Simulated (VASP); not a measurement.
# WC in VASP: further runs

WC is run at these levels: PBEsol; tasks: single point.

Program: VASP 6.6.1. These are calculated values, not measurements. Logs are shortened: lines on timing, memory, paths and dates and some standing lists are left out, and cuts for length are marked.

**1. The cell of the first run**

The cell holds a slab with vacuum, 4 atoms: a = 3.101 Å, b = 3.101 Å, c = 7.042 Å, α = 63.87°, β = 63.87°, γ = 60.00°.

**2. Single point, PBEsol**

Contents of INCAR:

```
PREC     = Accurate       # precision mode
ENCUT    = 520            # plane-wave cutoff, eV
EDIFF    = 1E-6           # SCF threshold, eV
ISMEAR   = 1              # smearing method
SIGMA    = 0.1            # smearing width, eV
LREAL    = False          # projectors in reciprocal space
LASPH    = True           # aspherical terms in the spheres
NELM     = 80             # most SCF steps
ALGO     = Normal         # electronic algorithm
ISIF     = 2              # what is computed and relaxed
LWAVE    = False          # write WAVECAR
LCHARG   = False          # write CHGCAR
GGA      = PS             # functional
NBANDS   = 26             # bands
```

Contents of KPOINTS:

```
Automatic mesh
0
Gamma
  7 7 7
```

Contents of POSCAR:

```
WC
1.0
    0.0000000000      2.1926840000      2.1926840000
    2.1926840000      0.0000000000      2.1926840000
    4.9627182692      4.9627182692     -0.5773502692
W C
2 2
Direct
    0.0000000000      0.0000000000      0.0000000000
    0.0549711500      0.0549711500      0.4175432750
    0.5274855750      0.5274855750      0.2087716375
    0.5824567250      0.5824567250      0.6263149125
```

Potentials or basis: VASP PAW PBE potentials, release 64 (W_sv, C).

Launch:

```sh
> cat potpaw_PBE.64/W_sv/POTCAR potpaw_PBE.64/C/POTCAR > POTCAR
> mpirun -np 1 vasp_std > vasp.out
```

OUTCAR:

```text
PREC = Accurate
   ENCUT = 520
   EDIFF = 1E-6
   ISMEAR = 1
   LREAL = False
   LASPH = True
   NELM = 80
   ISIF = 2
   GGA = PS

 ion  position               nearest neighbor table
   1  0.000  0.000  0.000-   3 2.19   3 2.19   3 2.19   2 3.10   2 3.10   2 3.10
   2  0.055  0.055  0.418-   4 2.19   4 2.19   3 2.19   4 2.19   3 2.19   3 2.19   1 3.10   1 3.10
                             1 3.10
   3  0.527  0.527  0.209-   2 2.19   2 2.19   1 2.19   2 2.19   1 2.19   1 2.19
   4  0.582  0.582  0.626-   2 2.19   2 2.19   2 2.19

  LATTYP: Found a trigonal (rhomboedric) cell.
 ALAT       =     6.3225590013
 COS(alpha) =     0.8797275069

  Lattice vectors:

 A1 = (   4.9627182692,   2.7700342692,  -2.7700342692)
 A2 = (   2.7700342692,   2.7700342692,  -4.9627182692)
 A3 = (   2.7700342692,   4.9627182692,  -2.7700342692)

Analysis of symmetry for initial positions (statically):
=====================================================================
 Subroutine PRICEL returns:
 Original cell was already a primitive cell.

 Routine SETGRP: Setting up the symmetry group for a
 trigonal (rhombohedral) supercell.

 Subroutine GETGRP returns: Found  6 space group operations
 (whereof  6 operations were pure point group operations)
 out of a pool of 12 trial point group operations.

The static configuration has the point symmetry C_3v.

Analysis of symmetry for dynamics (positions and initial velocities):
=====================================================================
 Subroutine PRICEL returns:
 Original cell was already a primitive cell.

 Routine SETGRP: Setting up the symmetry group for a
 trigonal (rhombohedral) supercell.

 Subroutine GETGRP returns: Found  6 space group operations
 (whereof  6 operations were pure point group operations)
 out of a pool of 12 trial point group operations.

The dynamic configuration has the point symmetry C_3v.

 Subroutine INISYM returns: Found  6 space group operations
 (whereof  6 operations are pure point group operations),
 and found     1 'primitive' translations

----------------------------------------------------------------------------------------

                                     Primitive cell

  volume of cell :      50.4960

  direct lattice vectors                    reciprocal lattice vectors
     0.000000000  2.192684000  2.192684000    -0.215495906  0.240566162  0.215495906
     2.192684000  0.000000000  2.192684000     0.240566162 -0.215495906  0.215495906
     4.962718269  4.962718269 -0.577350269     0.095212825  0.095212825 -0.095212825

  length of vectors
     3.100923451  3.100923451  7.042050736     0.388264149  0.388264149  0.164913450

  position of ions in fractional coordinates (direct lattice)
     0.000000000  0.000000000  0.000000000
     0.054971150  0.054971150  0.417543275
     0.527485575  0.527485575  0.208771637
     0.582456725  0.582456725  0.626314912

  ion indices of the primitive-cell ions
   primitive index   ion index
                 1           1
                 2           2
                 3           3
                 4           4

----------------------------------------------------------------------------------------

 KPOINTS: Automatic mesh

Automatic generation of k-mesh.
 Grid dimensions read from file:
 generate k-points for:    7    7    7

 Generating k-lattice:

  Cartesian coordinates                     Fractional coordinates (reciprocal lattice)
    -0.030785129  0.034366595  0.030785129     0.142857143  0.000000000 -0.000000000
     0.034366595 -0.030785129  0.030785129     0.000000000  0.142857143 -0.000000000
     0.013601832  0.013601832 -0.013601832     0.000000000  0.000000000  0.142857143

  Length of vectors
     0.055466307  0.055466307  0.023559064

  Shift w.r.t. Gamma in fractional coordinates (k-lattice)
     0.000000000  0.000000000  0.000000000

 Subroutine IBZKPT returns following result:
 ===========================================

 Found     44 irreducible k-points:

 Following reciprocal coordinates:
            Coordinates               Weight
  0.000000  0.000000  0.000000      1.000000
  0.142857  0.000000 -0.000000      6.000000
  0.285714  0.000000 -0.000000      6.000000
  0.428571  0.000000 -0.000000      6.000000
  0.142857  0.142857 -0.000000      6.000000
  0.285714  0.142857 -0.000000     12.000000
[... 16 lines left out ...]
  0.285714  0.142857  0.142857     12.000000
  0.428571  0.142857  0.142857     12.000000
 [... further k-points ...]
   k-points           NKPTS =     44   k-points in BZ     NKDIM =     44   number of bands    NBANDS=     26
   number of dos      NEDOS =    301   number of ions     NIONS =      4
   total plane-waves  NPLWV =  31104
   dimension x,y,z NGX =    24 NGY =   24 NGZ =   54
   dimension x,y,z NGXF=    48 NGYF=   48 NGZF=  108
   ions per type =               2   2
   NGX,Y,Z   is equivalent  to a cutoff of  12.87, 12.87, 12.75 a.u.
   NGXF,Y,Z  is equivalent  to a cutoff of  25.73, 25.73, 25.50 a.u.
 SYSTEM =  unknown system
   PREC   = accura    normal or accurate (medium, high low for compatibility)
   ISTART =      0    job   : 0-new  1-cont  2-samecut
   ICHARG =      2    charge: 1-file 2-atom 10-const
   ISPIN  =      1    spin polarized calculation?
   LNONCOLLINEAR =      F non collinear calculations
   LSORBIT =      F    spin-orbit coupling
   LASPH  =      T    aspherical Exc in radial PAW
   ENCUT  =  520.0 eV  38.22 Ry    6.18 a.u.   5.77  5.77 13.09*2*pi/ulx,y,z
   NELM   =     80;   NELMIN=  2; NELMDL= -5     # of ELM steps
   EDIFF  = 0.1E-05   stopping-criterion for ELM
   LREAL  =      F    real-space projection
   EDIFFG = 0.1E-04   stopping-criterion for IOM
   NSW    =      0    number of steps for IOM
   IBRION =     -1    ionic relax: 0-MD 1-quasi-New 2-CG
   NFREE  =      0    steps in history (QN), initial steepest desc. (CG)
   ISIF   =      2    stress and relaxation
   ISYM   =      2    0-nonsym 1-usesym 2-fastsym
   POTIM  = 0.5000    time-step for ionic-motion
   TEBEG  =    0.0;   TEEND  =   0.0 temperature during run
   PSTRESS=    0.0 pullay stress
   NELECT =      36.0000    total number of electrons
   NUPDOWN=      -1.0000    fix difference up-down
   EMIN   =  10.00;   EMAX   =-10.00  energy-range for DOS
   EFERMI =   0.00;   METHOD = LEGACY
   ISMEAR =     1;   SIGMA  =   0.10  broadening in eV -4-tet -1-fermi 0-gaus
   EFERMI_NEDOS =   21; number of points for ismear=-14 and -15
   IALGO  =     38    algorithm
   IMIX   =      4    mixing-type and parameters
     AMIX     =   0.40;   BMIX     =  1.00
     AMIX_MAG =   1.60;   BMIX_MAG =  1.00
  volume/ion in A,a.u.               =      12.62        85.19
  Fermi-wavevector in a.u.,A,eV,Ry     =   1.462481  2.763688 29.100815  2.138850
  Thomas-Fermi vector in A             =   2.578689
   LORBIT       =      0    0 simple, 1 ext, 2 COOP (PROOUT), +10 PAW based schemes
   GGA     = PS    functional components
   LHFCALC =     F    Hartree Fock is set to
   AEXX    =    0.0000 exact exchange contribution
   IVDW    =     0    specifies the selected vdW correction
   LEPSILON=     F    determine dielectric tensor
   LRPA    =     F    only Hartree local field effects (RPA)
 non-spin polarized calculation
 Methfessel and Paxton  Order N= 1 SIGMA  =   0.10
  energy-cutoff  :      520.00
  volume of cell :       50.50
 maximum number of plane-waves:      1371
   NGX = 11   NGY = 11   NGZ = 27

 number of electron      36.0000000 magnetization

 Free energy of the ion-electron system (eV)
  ---------------------------------------------------
  ext. energy  EPLUGINS =         0.00000000
  ---------------------------------------------------
  free energy    TOTEN  =       -43.75560070 eV

  energy without entropy =      -43.75538709  energy(sigma->0) =      -43.75552950

 E-fermi :   9.2955     XC(G=0): -12.7621

 val. band max:        9.2892484146   @ k =   0.4286   0.0000   0.4286
 cond. band min:       9.3602611968   @ k =  -0.2857   0.0000   0.1429
 fundamental gap:      0.0710127822
 Fermi energy:         9.2954682133

 k-point     1 :       0.0000    0.0000    0.0000
  band No.  band energies     occupation
      1     -65.9869      2.00000
      2     -65.7947      2.00000
      3     -30.2758      2.00000
      4     -30.0267      2.00000
      5     -30.0267      2.00000
      6     -29.9505      2.00000
[... 18 lines left out ...]
     25      12.8229      0.00000
     26      16.4267      0.00000

 k-point     2 :       0.1429    0.0000   -0.0000
  band No.  band energies     occupation
      1     -65.9822      2.00000
      2     -65.7904      2.00000
      3     -30.2541      2.00000
      4     -30.1123      2.00000
      5     -30.0469      2.00000
      6     -29.9494      2.00000
[... 18 lines left out ...]
     25      13.7849      0.00000
     26      15.5171      0.00000

 k-point     3 :       0.2857    0.0000   -0.0000
  band No.  band energies     occupation
      1     -65.9717      2.00000
      2     -65.7808      2.00000
      3     -30.3154      2.00000
      4     -30.1872      2.00000
      5     -30.0920      2.00000
      6     -29.9775      2.00000
[... 18 lines left out ...]
     25      14.9543      0.00000
     26      15.4796      0.00000

 k-point     4 :       0.4286    0.0000   -0.0000
  band No.  band energies     occupation
      1     -65.9633      2.00000
      2     -65.7732      2.00000
      3     -30.4574      2.00000
      4     -30.1824      2.00000
      5     -30.1279      2.00000
      6     -30.0422      2.00000
[... 18 lines left out ...]
     25      14.8304      0.00000
     26      15.8526      0.00000
[... 496 lines left out ...]
      1     -65.9822      2.00000
      2     -65.7904      2.00000
      3     -30.2487      2.00000
      4     -30.1126      2.00000
      5     -30.0469      2.00000
      6     -29.9551      2.00000
[... 18 lines left out ...]
     25      14.0133      0.00000
     26      15.4706      0.00000

 k-point    23 :       0.2857    0.1429    0.1429
  band No.  band energies     occupation
      1     -65.9746      2.00000
      2     -65.7835      2.00000
      3     -30.2611      2.00000
      4     -30.1894      2.00000
      5     -30.0943      2.00000
      6     -29.9572      2.00000
[... 18 lines left out ...]
     25      14.5016      0.00000
     26      15.2829      0.00000

 k-point    24 :       0.4286    0.1429    0.1429
  band No.  band energies     occupation
      1     -65.9652      2.00000
      2     -65.7749      2.00000
      3     -30.3900      2.00000
      4     -30.1697      2.00000
      5     -30.1555      2.00000
      6     -30.0125      2.00000
[... 18 lines left out ...]
     25      14.6120      0.00000
     26      15.8037      0.00000

 [... further k-points ...]

------------------------ aborting loop because EDIFF is reached ----------------------------------------

  FORCE on cell =-STRESS in cart. coord.  units (eV):
  Direction    XX          YY          ZZ          XY          YZ          ZX
  --------------------------------------------------------------------------------------
  -------------------------------------------------------------------------------------
  Total       -9.7668675     -9.7668675     -9.7668675     -1.5834334      1.5834334      1.5834334
  in kB     -309.8911926   -309.8911926   -309.8911926    -50.2404747     50.2404747     50.2404747
  external PRESSURE =    -309.8911926 kB  Pullay stress =       0.0000000 kB

 VOLUME and BASIS-vectors are now :
 -----------------------------------------------------------------------------
  energy-cutoff  :      520.00
  volume of cell :       50.50
      direct lattice vectors                 reciprocal lattice vectors
     0.000000000  2.192684000  2.192684000    -0.215495906  0.240566162  0.215495906
     2.192684000  0.000000000  2.192684000     0.240566162 -0.215495906  0.215495906
     4.962718269  4.962718269 -0.577350269     0.095212825  0.095212825 -0.095212825

 POSITION                                       TOTAL-FORCE (eV/Angst)
 -----------------------------------------------------------------------------------
      0.00000      0.00000      0.00000         0.756915      0.756915     -0.756915
      2.19268      2.19268     -0.00000         0.198971      0.198971     -0.198971
      2.19268      2.19268      2.19268        -1.035167     -1.035167      1.035167
      4.38537      4.38537      2.19268         0.079281      0.079281     -0.079281
 -----------------------------------------------------------------------------------
    total drift:                               -0.000171     -0.000171      0.000165

  FREE ENERGIE OF THE ION-ELECTRON SYSTEM (eV)
  ---------------------------------------------------
  free  energy   TOTEN  =       -43.7556007015 eV

  energy  without entropy=      -43.7553870899  energy(sigma->0) =      -43.75552950
```

Run time: 26 s. Hardware: 1 thread of Intel Xeon 6975P-C (Granite Rapids), shared host; peak memory 0.2 GiB.

Results:

| Property | Result |
| --- | --- |
| Free energy | -43.7556 eV |
| Largest force | 1.793 eV/Å |
| Band gap on the k mesh | zero (band 18 reaches 9.58 eV, above the bottom of band 19 at 8.30 eV) |

Forces in eV/Å, atoms in the order of the input:
```
W    0.757  0.757 -0.757
W    0.199  0.199 -0.199
C   -1.035 -1.035  1.035
C    0.079  0.079 -0.079
```

Levels at points of the mesh, in eV from the Fermi level:
| k point | band 14 | band 15 | band 16 | band 17 | band 18 | band 19 | band 20 | band 21 | band 22 | band 23 |
| --- | --- | --- | --- | --- | --- | --- | --- | --- | --- | --- |
| (0.00, 0.00, 0.00) | -3.53 | -2.20 | -2.20 | -1.00 | -0.96 | -0.96 | 0.69 | 0.69 | 1.39 | 1.80 |

Caveat: the PAW data sets were made with another functional, which shifts forces and pressure a little; spin-orbit coupling is left out, which moves the levels of the heavy elements.

**3. Single point, PBEsol**

This run uses another cell than the first one, of 14.71 Å³/atom, 1.165 times its volume.

Contents of INCAR:

```
SYSTEM = WC
ALGO = Normal ; EDIFF = 1E-6
ENCUT = 520 ; GGA = PS
ISIF = 2 ; ISMEAR = 1
LASPH = .True. ; LCHARG = .False.
LREAL = .False. ; LWAVE = .False.
NBANDS = 26 ; NELM = 80
PREC = Accurate ; SIGMA = 0.1
```

Contents of KPOINTS:

```
k-points
0
Gamma
  7 7 7
  0 0 0
```

Contents of POSCAR:

```
WC
1.0
    0.0000000000      2.1926840000      2.1926840000
    2.1926840000      0.0000000000      2.1926840000
    5.5400685384      5.5400685384     -1.1547005384
W C
2 2
Direct
    0.0000000000      0.0000000000      0.0000000000
    0.0943780845      0.0943780845      0.3584328732
    0.5471890423      0.5471890423      0.1792164366
    0.6415671268      0.6415671268      0.5376493099
```

Potentials or basis: VASP PAW PBE potentials, release 64 (W_sv, C).

Launch:

```sh
> cat potpaw_PBE.64/W_sv/POTCAR potpaw_PBE.64/C/POTCAR > POTCAR
> mpirun -np 1 vasp_std > vasp.out
```

It took 30 s on 1 thread of Intel Xeon 6975P-C (Granite Rapids), shared host; peak memory 0.21 GiB.

It converged, with:

```
Free energy            : -42.5333 eV
Largest force          : 2.199 eV/Å
Band gap on the k mesh : zero (band 18 reaches 6.75 eV, above the bottom of band 19 at 6.25 eV)
```

Forces on the atoms (eV/Å):
```
W    1.268  1.268 -1.268
W    1.121  1.121 -1.121
C   -1.120 -1.120  1.120
C   -1.269 -1.269  1.269
```

Levels at points of the mesh, in eV from the Fermi level:
```tsv
k point	band 15	band 16	band 17	band 18	band 19	band 20	band 21	band 22
(0.00, 0.00, 0.00)	-1.65	-1.65	-0.74	-0.34	-0.34	1.06	1.24	1.24
```

Caveat: the PAW data sets were made with another functional, which shifts forces and pressure a little; spin-orbit coupling is left out, which moves the levels of the heavy elements.

**4. Single point, PBEsol**

This run uses another cell than the first one, of 16.79 Å³/atom, 1.330 times its volume.

Contents of INCAR:

```
SYSTEM = WC
  PREC = Accurate
  ENCUT = 520
  EDIFF = 1E-6
  ISMEAR = 1
  SIGMA = 0.1
  LREAL = .FALSE.
  LASPH = .TRUE.
  NELM = 100
  ALGO = Normal
  ISIF = 2
  LWAVE = .FALSE.
  LCHARG = .FALSE.
  GGA = PS
  NBANDS = 26
```

Contents of KPOINTS:

```
Automatic mesh
0
G
  7 7 7
  0 0 0
```

Contents of POSCAR:

```
WC
1.0
    0.0000000000      2.1926840000      2.1926840000
    2.1926840000      0.0000000000      2.1926840000
    6.1174188076      6.1174188076     -1.7320508076
W C
2 2
Direct
    0.0000000000      0.0000000000      0.0000000000
    0.1240112153      0.1240112153      0.3139831770
    0.5620056077      0.5620056077      0.1569915885
    0.6860168230      0.6860168230      0.4709747655
```

Launch:

```sh
> cat potpaw_PBE.64/W_sv/POTCAR potpaw_PBE.64/C/POTCAR > POTCAR
> mpirun -np 1 vasp_std > vasp.out
```

Wall time 40 s (1 thread of Intel Xeon 6975P-C (Granite Rapids), shared host); peak memory 0.22 GiB.

It converged, with:

- Free energy: -42.2006 eV
- Largest force: 3.204 eV/Å
- Band gap on the k mesh: zero (band 18 reaches 5.03 eV, above the bottom of band 19 at 4.72 eV)

Forces in eV/Å, atoms in the order of the input:
```
W    1.445  1.445 -1.445
W    1.642  1.642 -1.642
C   -1.237 -1.237  1.237
C   -1.850 -1.850  1.850
```

Levels at points of the mesh, in eV from the Fermi level:
```csv
k point,band 16,band 17,band 18,band 19,band 20,band 21
"(0.00, 0.00, 0.00)",-1.52,-0.64,-0.22,-0.22,0.82,1.36
```

Caveat: the PAW data sets were made with another functional, which shifts forces and pressure a little; spin-orbit coupling is left out, which moves the levels of the heavy elements.

**5. Single point, PBEsol**

This run uses another cell than the first one, of 20.95 Å³/atom, 1.660 times its volume.

Contents of INCAR:

```
PREC = Accurate ; ENCUT = 520
EDIFF = 1E-6 ; ISMEAR = 1
SIGMA = 0.1 ; LREAL = F
LASPH = T ; NELM = 80
ALGO = Normal ; ISIF = 2
LWAVE = F ; LCHARG = F
GGA = PS ; NBANDS = 26
```

Contents of KPOINTS:

```
Automatic mesh
0
Gamma
  7 7 7
```

Contents of POSCAR:

```
WC
1.0
    0.0000000000      2.1926840000      2.1926840000
    2.1926840000      0.0000000000      2.1926840000
    7.2721193459      7.2721193459     -2.8867513459
W C
2 2
Direct
    0.0000000000      0.0000000000      0.0000000000
    0.1656102918      0.1656102918      0.2515845624
    0.5828051459      0.5828051459      0.1257922812
    0.7484154376      0.7484154376      0.3773768435
```

Launch:

```sh
> cat potpaw_PBE.64/W_sv/POTCAR potpaw_PBE.64/C/POTCAR > POTCAR
> mpirun -np 1 vasp_std > vasp.out
```

Wall time 59 s (1 thread of Intel Xeon 6975P-C (Granite Rapids), shared host); peak memory 0.24 GiB.

It converged, with:

```yaml
Free_energy: -42.1315 eV
Largest_force: 3.418 eV/Å
Band_gap_on_the_k_mesh: zero (band 18 reaches 2.84 eV, above the bottom of band 19 at 2.57 eV)
```

Forces on the atoms (eV/Å):
```
W    1.502  1.502 -1.502
W    1.725  1.725 -1.725
C   -1.253 -1.253  1.253
C   -1.974 -1.974  1.974
```

Levels at points of the mesh, in eV from the Fermi level:
| k point | band 15 | band 16 | band 17 | band 18 | band 19 | band 20 | band 21 | band 22 |
| --- | --- | --- | --- | --- | --- | --- | --- | --- |
| (0.00, 0.00, 0.00) | -1.52 | -1.52 | -0.67 | -0.22 | -0.22 | 0.87 | 1.37 | 1.37 |

Caveat: the PAW data sets were made with another functional, which shifts forces and pressure a little; spin-orbit coupling is left out, which moves the levels of the heavy elements.

**6. The runs side by side**

```csv
cell,gap on the mesh (eV),largest force (eV/Å)
"a = 3.101, b = 3.101, c = 7.042 Å, angles 63.9, 63.9, 60.0°, 4 atoms",none,1.79
"a = 3.101, b = 3.101, c = 7.919 Å, angles 66.9, 66.9, 60.0°, 4 atoms",none,2.20
"a = 3.101, b = 3.101, c = 8.823 Å, angles 69.4, 69.4, 60.0°, 4 atoms",none,3.20
"a = 3.101, b = 3.101, c = 10.682 Å, angles 73.1, 73.1, 60.0°, 4 atoms",none,3.42
```

Alike in all rows: task single point; level PBEsol; potentials or basis VASP PAW PBE potentials, release 64 (W_sv, C); no spin polarisation; k mesh 7 × 7 × 7; cutoff (eV) 520; smearing methfessel-paxton 0.1 eV.

Caveats: the PAW data sets were made with another functional, which shifts forces and pressure a little; spin-orbit coupling is left out, which moves the levels of the heavy elements.

Total energies depend on the potentials used, so only differences within one code and one set of settings carry meaning.
